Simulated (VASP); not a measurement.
Input of a VASP 6.6.1 run:

Contents of INCAR:

```
SYSTEM = PbSe
PREC = Accurate
ENCUT = 520
EDIFF = 1E-6
ISMEAR = 0
SIGMA = 0.1
LREAL = .False.
LASPH = .True.
NELM = 100
ALGO = Normal
ISIF = 2
LWAVE = .False.
LCHARG = .True.
GGA = PE
LELF = .True.
LVHAR = .True.
NBANDS = 50
```

File KPOINTS:

```
regular mesh
0
Gamma
  4 2 2
  0 0 0
```

The input POSCAR:

```
PbSe
1.0
   -3.4515484870      0.0000000000     -3.4515484870
   -3.4515484870     -6.9030969741      3.4515484870
   -3.4515484870      6.9030969741      3.4515484870
Pb Se
4 4
Direct
    0.5000000000      0.6250000000      0.3750000000
    0.0000000000      0.1250000000      0.3750000000
    0.0000000000      0.6250000000      0.8750000000
    0.5000000000      0.1250000000      0.8750000000
    0.5000000000      1.0000000000      0.5000000000
    0.0000000000      0.5000000000      0.5000000000
    1.0000000000      1.0000000000      0.0000000000
    0.5000000000      0.5000000000      1.0000000000
```

Potentials or basis: VASP PAW PBE potentials, release 64 (Pb_d, Se).

Launch:

```sh
$ cat potpaw_PBE.64/Pb_d/POTCAR potpaw_PBE.64/Se/POTCAR > POTCAR
$ mpirun -np 1 vasp_std > vasp.out
```

Predict the band gap on the k mesh.

0.68 eV.

Predict the pressure.

-0.1 GPa.

Caveat: spin-orbit coupling is left out, which moves the levels of the heavy elements. A k mesh can miss the band edges.
